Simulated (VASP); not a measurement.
# BeTe (F-43m) in VASP: notebook, part 2 of 2

VASP 6.6.1.

### Step 3. Single point, PBE, non-collinear spin, zero start, spin-orbit coupling

This run uses another cell than the first one, of 22.63 Å³/atom, 0.997 times its volume.

Contents of INCAR:

```
SYSTEM = BeTe
PREC = Accurate
ENCUT = 520
EDIFF = 1E-7
ISMEAR = 0
SIGMA = 0.01
LREAL = .FALSE.
LASPH = .TRUE.
NELM = 150
ALGO = Normal
ISIF = 2
LWAVE = .FALSE.
LCHARG = .FALSE.
MAGMOM = 0 0 0 0 0 0
LORBIT = 11
LSORBIT = .TRUE.
GGA_COMPAT = .FALSE.
LORBMOM = .TRUE.
GGA = PE
NBANDS = 20
```

Contents of KPOINTS:

```
Automatic mesh
0
G
  8 8 8
  0 0 0
```

Contents of POSCAR:

```
BeTe
1.0
    0.0000000000      2.8286229065      2.8286229065
    2.8286229065      0.0000000000      2.8286229065
    2.8286229065      2.8286229065      0.0000000000
Be Te
1 1
Direct
    0.0000000000      0.0000000000      0.0000000000
    0.2500000000      0.2500000000      0.2500000000
```

Potentials or basis: VASP PAW PBE potentials, release 64 (Be, Te).

Run with:

```sh
cat potpaw_PBE.64/Be/POTCAR potpaw_PBE.64/Te/POTCAR > POTCAR
mpirun -np 1 vasp_ncl > vasp.out
```

OUTCAR:

```text
SYSTEM = BeTe
   PREC = Accurate
   ENCUT = 520
   EDIFF = 1E-7
   ISMEAR = 0
   LREAL = .FALSE.
   LASPH = .TRUE.
   NELM = 150
   ISIF = 2
   LORBIT = 11
   LSORBIT = .TRUE.
   GGA = PE

 ion  position               nearest neighbor table
   1  0.000  0.000  0.000-   2 2.45   2 2.45   2 2.45   2 2.45
   2  0.250  0.250  0.250-   1 2.45   1 2.45   1 2.45   1 2.45

  LATTYP: Found a face centered cubic cell.
 ALAT       =     5.6572458130

  Lattice vectors:

 A1 = (   0.0000000000,   2.8286229065,   2.8286229065)
 A2 = (   2.8286229065,   0.0000000000,   2.8286229065)
 A3 = (   2.8286229065,   2.8286229065,   0.0000000000)

Analysis of symmetry for initial positions (statically):
=====================================================================
 Subroutine PRICEL returns:
 Original cell was already a primitive cell.

 Routine SETGRP: Setting up the symmetry group for a
 face centered cubic supercell.

 Subroutine GETGRP returns: Found 24 space group operations
 (whereof 24 operations were pure point group operations)
 out of a pool of 48 trial point group operations.

The static configuration has the point symmetry T_d .

Analysis of symmetry for dynamics (positions and initial velocities):
=====================================================================
 Subroutine PRICEL returns:
 Original cell was already a primitive cell.

 Routine SETGRP: Setting up the symmetry group for a
 face centered cubic supercell.

 Subroutine GETGRP returns: Found 24 space group operations
 (whereof 24 operations were pure point group operations)
 out of a pool of 48 trial point group operations.

The dynamic configuration has the point symmetry T_d .

Analysis of structural, dynamic, and magnetic symmetry:
=====================================================================
 Subroutine PRICEL returns:
 Original cell was already a primitive cell.

 Routine SETGRP: Setting up the symmetry group for a
 face centered cubic supercell.

 Subroutine GETGRP returns: Found 24 space group operations
 (whereof 24 operations were pure point group operations)
 out of a pool of 48 trial point group operations.

The overall configuration has the point symmetry T_d .

 Subroutine INISYM returns: Found 24 space group operations
 (whereof 24 operations are pure point group operations),
 and found     1 'primitive' translations

----------------------------------------------------------------------------------------

                                     Primitive cell

  volume of cell :      45.2642

  direct lattice vectors                    reciprocal lattice vectors
     0.000000000  2.828622907  2.828622907    -0.176764460  0.176764460  0.176764460
     2.828622907  0.000000000  2.828622907     0.176764460 -0.176764460  0.176764460
     2.828622907  2.828622907  0.000000000     0.176764460  0.176764460 -0.176764460

  length of vectors
     4.000276877  4.000276877  4.000276877     0.306165025  0.306165025  0.306165025

  position of ions in fractional coordinates (direct lattice)
[... 689 lines left out ...]
     19      16.6240      0.00000
     20      16.6880      0.00000

 [... further k-points ...]
[... 5 lines left out ...]
  --------------------------------------------------------------------------------------
  -------------------------------------------------------------------------------------
  Total        0.1091422      0.1091422      0.1091422     -0.0000000      0.0000000     -0.0000000
  in kB        3.8632075      3.8632075      3.8632075     -0.0000000      0.0000000     -0.0000000
  external PRESSURE =       3.8632075 kB  Pullay stress =       0.0000000 kB

 VOLUME and BASIS-vectors are now :
 -----------------------------------------------------------------------------
  energy-cutoff  :      520.00
  volume of cell :       45.26
      direct lattice vectors                 reciprocal lattice vectors
     0.000000000  2.828622907  2.828622907    -0.176764460  0.176764460  0.176764460
     2.828622907  0.000000000  2.828622907     0.176764460 -0.176764460  0.176764460
     2.828622907  2.828622907  0.000000000     0.176764460  0.176764460 -0.176764460

 POSITION                                       TOTAL-FORCE (eV/Angst)
 -----------------------------------------------------------------------------------
      0.00000      0.00000      0.00000        -0.000000     -0.000000     -0.000000
      1.41431      1.41431      1.41431         0.000000      0.000000      0.000000
 -----------------------------------------------------------------------------------
    total drift:                                0.000000      0.000000      0.000000

  FREE ENERGIE OF THE ION-ELECTRON SYSTEM (eV)
  ---------------------------------------------------
  free  energy   TOTEN  =        -7.7097103042 eV

  energy  without entropy=       -7.7097103042  energy(sigma->0) =       -7.70971030

 orbital moment (x)

 # of ion     p       d       tot
 ----------------------------------------
  1         0.000   0.000   0.000
  2         0.000   0.000   0.000
 ----------------------------------------
            0.000   0.000   0.000

 orbital moment (y)

 # of ion     p       d       tot
 ----------------------------------------
  1         0.000   0.000   0.000
  2         0.000  -0.000   0.000
 ----------------------------------------
            0.000  -0.000   0.000

 orbital moment (z)

 # of ion     p       d       tot
 ----------------------------------------
  1        -0.000   0.000  -0.000
  2         0.000   0.000   0.000
 ----------------------------------------
           -0.000   0.000  -0.000

 Spin-Orbit-Coupling matrix elements

 Ion:    1  E_soc:     -0.0000090
 l=   1
     0.0000000    -0.0000015    -0.0000015
    -0.0000015     0.0000000    -0.0000015
    -0.0000015    -0.0000015     0.0000000
 l=   2
     0.0000000     0.0000000     0.0000000     0.0000000     0.0000000
     0.0000000     0.0000000     0.0000000     0.0000000     0.0000000
     0.0000000     0.0000000     0.0000000     0.0000000     0.0000000
     0.0000000     0.0000000     0.0000000     0.0000000     0.0000000
     0.0000000     0.0000000     0.0000000     0.0000000     0.0000000
 l=   3
     0.0000000     0.0000000     0.0000000     0.0000000     0.0000000     0.0000000     0.0000000
     0.0000000     0.0000000     0.0000000     0.0000000     0.0000000     0.0000000     0.0000000
     0.0000000     0.0000000     0.0000000     0.0000000     0.0000000     0.0000000     0.0000000
     0.0000000     0.0000000     0.0000000     0.0000000     0.0000000     0.0000000     0.0000000
     0.0000000     0.0000000     0.0000000     0.0000000     0.0000000     0.0000000     0.0000000
     0.0000000     0.0000000     0.0000000     0.0000000     0.0000000     0.0000000     0.0000000
     0.0000000     0.0000000     0.0000000     0.0000000     0.0000000     0.0000000     0.0000000

 Ion:    2  E_soc:     -0.1731600
 l=   1
     0.0000000    -0.0287351    -0.0287351
    -0.0287351     0.0000000    -0.0287351
    -0.0287351    -0.0287351     0.0000000
 l=   2
     0.0000000    -0.0000545     0.0000000    -0.0000545    -0.0000704
    -0.0000545     0.0000000    -0.0000528    -0.0000545    -0.0000176
     0.0000000    -0.0000528     0.0000000    -0.0000528     0.0000000
    -0.0000545    -0.0000545    -0.0000528     0.0000000    -0.0000176
    -0.0000704    -0.0000176     0.0000000    -0.0000176     0.0000000
 l=   3
     0.0000000     0.0000000     0.0000000     0.0000000     0.0000000     0.0000000     0.0000000
     0.0000000     0.0000000     0.0000000     0.0000000     0.0000000     0.0000000     0.0000000
     0.0000000     0.0000000     0.0000000     0.0000000     0.0000000     0.0000000     0.0000000
     0.0000000     0.0000000     0.0000000     0.0000000     0.0000000     0.0000000     0.0000000
     0.0000000     0.0000000     0.0000000     0.0000000     0.0000000     0.0000000     0.0000000
     0.0000000     0.0000000     0.0000000     0.0000000     0.0000000     0.0000000     0.0000000
     0.0000000     0.0000000     0.0000000     0.0000000     0.0000000     0.0000000     0.0000000

 total charge

# of ion       s       p       d       tot
------------------------------------------
    1        0.372   0.559   0.000   0.931
    2        1.332   2.134   0.032   3.498
--------------------------------------------------
tot          1.704   2.693   0.032   4.429

 magnetization (x)

# of ion       s       p       d       tot
------------------------------------------
    1        0.000   0.000   0.000   0.000
    2       -0.000   0.000  -0.000   0.000
--------------------------------------------------
tot          0.000   0.000  -0.000   0.000

 magnetization (y)

# of ion       s       p       d       tot
------------------------------------------
    1       -0.000   0.000   0.000  -0.000
    2       -0.000  -0.000   0.000  -0.000
--------------------------------------------------
tot         -0.000  -0.000   0.000  -0.000

 magnetization (z)

# of ion       s       p       d       tot
------------------------------------------
    1        0.000   0.000   0.000   0.000
    2        0.000   0.000  -0.000   0.000
--------------------------------------------------
tot          0.000   0.000  -0.000   0.000
```

OSZICAR:

```text
N       E                     dE             d eps       ncg     rms          rms(c)
DAV:   1     0.227432546325E+02    0.22743E+02   -0.28336E+03  1720   0.647E+02
DAV:   2    -0.600626753857E+01   -0.28750E+02   -0.26499E+02  2276   0.111E+02
DAV:   3    -0.780397015829E+01   -0.17977E+01   -0.17795E+01  2284   0.286E+01
DAV:   4    -0.783264984110E+01   -0.28680E-01   -0.28669E-01  2212   0.399E+00
DAV:   5    -0.783320305134E+01   -0.55321E-03   -0.55319E-03  2160   0.524E-01    0.496E+00
DAV:   6    -0.773774266924E+01    0.95460E-01   -0.36541E-02  2088   0.147E+00    0.302E+00
DAV:   7    -0.771006769425E+01    0.27675E-01   -0.30180E-02  2172   0.117E+00    0.189E+00
DAV:   8    -0.770917917802E+01    0.88852E-03   -0.53084E-03  2292   0.482E-01    0.284E-01
DAV:   9    -0.770953149088E+01   -0.35231E-03   -0.12492E-03  2024   0.263E-01    0.492E-02
DAV:  10    -0.770968008117E+01   -0.14859E-03   -0.14795E-04  2000   0.830E-02    0.198E-02
DAV:  11    -0.770970699774E+01   -0.26917E-04   -0.24640E-05  2044   0.330E-02    0.101E-02
DAV:  12    -0.770970961242E+01   -0.26147E-05   -0.19382E-06  2088   0.958E-03    0.600E-03
DAV:  13    -0.770971017454E+01   -0.56212E-06   -0.48553E-07  1972   0.447E-03    0.207E-03
DAV:  14    -0.770971027767E+01   -0.10313E-06   -0.19545E-07  2004   0.285E-03    0.670E-04
DAV:  15    -0.770971030419E+01   -0.26526E-07   -0.34325E-09  1288   0.382E-04
   1 F= -.77097103E+01 E0= -.77097103E+01  d E =-.165723E-68  mag=     0.0000    -0.0000    -0.0000
```

Run time: 43 s. Hardware: 1 thread of Intel Xeon 6975P-C (Granite Rapids), shared host; peak memory 0.3 GiB.

What came out:

- Free energy: -7.7097 eV
- Pressure: 0.4 GPa
- Net moment: 0.00 μB per cell
- Valence electrons inside the program's atomic spheres: Be 0.93; Te 3.50

Moments on the atoms (μB; x, y, z):
```
Be  0.00 0.00 0.00
Te  0.00 0.00 0.00
```
